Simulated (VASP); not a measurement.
Write the native input for VASP 6.6.1 that does the following.

```
Task                   : single point
Functional             : PBE
Potentials or basis    : VASP PAW PBE potentials, release 64 (Hf_pv, N)
Cutoff                 : 520 eV
k mesh                 : 18 × 18 × 10
Occupations            : gaussian, width 0.1 eV
Spin                   : no spin polarisation
Dipole correction      : no
Further INCAR settings : ALGO = Normal; EDIFF = 1e-06; NBANDS = 23
```

The structure of HfN lies in POSCAR:

```
HfN
1.0
    3.1710388010      0.0000000000      0.0000000000
   -1.5855194005      2.7462001581      0.0000000000
    0.0000000000      0.0000000000      5.3418062692
Hf N
2 2
Direct
    0.6666666663      0.3333333337      0.7500000000
    0.3333333337      0.6666666663      0.2500000000
    0.0000000000      0.0000000000      0.0000000000
    0.0000000000      0.0000000000      0.5000000000
```

This cell differs from its parent crystal: uniaxial strain along c: -2.0 %, then relaxed in part.

These files were run (other wordings do the same):

INCAR

```
SYSTEM = HfN
PREC = Accurate
ENCUT = 520
EDIFF = 1E-6
ISMEAR = 0
SIGMA = 0.1
LREAL = .False.
LASPH = .True.
NELM = 80
ALGO = Normal
ISIF = 2
LWAVE = .False.
LCHARG = .False.
GGA = PE
NBANDS = 23
```

KPOINTS

```
Automatic mesh
0
Gamma
  18 18 10
  0 0 0
```

Potentials or basis: VASP PAW PBE potentials, release 64 (Hf_pv, N).

Run with:

```bash
$ cat potpaw_PBE.64/Hf_pv/POTCAR potpaw_PBE.64/N/POTCAR > POTCAR
$ mpirun -np 1 vasp_std > vasp.out
```

Results of the run:

```yaml
Pressure: 1.2 GPa
Band_gap_on_the_k_mesh: zero (band 15 reaches 9.81 eV, above the bottom of band 16 at 7.44 eV)
```

Caveat: the cell differs from its parent crystal (uniaxial strain along c: -2.0 %, then relaxed in part); spin-orbit coupling is left out, which moves the levels of the heavy elements.

Run time: 120 s on 1 thread of Intel(R) Xeon(R) Platinum 8488C (Sapphire Rapids) (shared host), peak memory 0.32 GiB.
